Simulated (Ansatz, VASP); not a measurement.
**AlRu: VASP beside Ansatz**

```
Al Ru
1.0
     3.04915    0.00000    0.00000
     0.00000    3.04915    0.00000
     0.00000    0.00000    2.91396
Al Ru
1 1
Cartesian
  0.0000 0.0000 0.0000
  1.5246 1.5246 1.4570
```

Change from the starting cell: strain +0.015 along x and y, -0.030 along z, atoms carried along.

Alike in both runs: task single point; functional PBE; k mesh 20 × 20 × 20; occupations gaussian, width 0.15 eV; no spin polarisation.

|  | VASP | Ansatz |
| --- | --- | --- |
| version | VASP 6.6.1 | Ansatz 0.2.0 |
| potentials or method | VASP PAW PBE potentials, release 64 (Al, Ru_pv), cutoff 520 eV | scalar-relativistic, plane waves, PAW |
| valence electrons in the cell | 17 | 19 |

VASP gave:

- gap on the k mesh at the Fermi level (eV): none
- pressure (GPa): 0.3
- traceless stress, the component that is largest in VASP (GPa): 5.30

Task: What did Ansatz give for the same quantities?

Result: gap on the k mesh at the Fermi level (eV): none; pressure (GPa): 0.4; traceless stress, the component that is largest in VASP (GPa): 5.29.

A gap of «none» marks a metal or a gap that the smearing closes. VASP's potentials hold 17 valence electrons a cell and Ansatz's 19, so a difference there can come from the potentials and not from the codes.
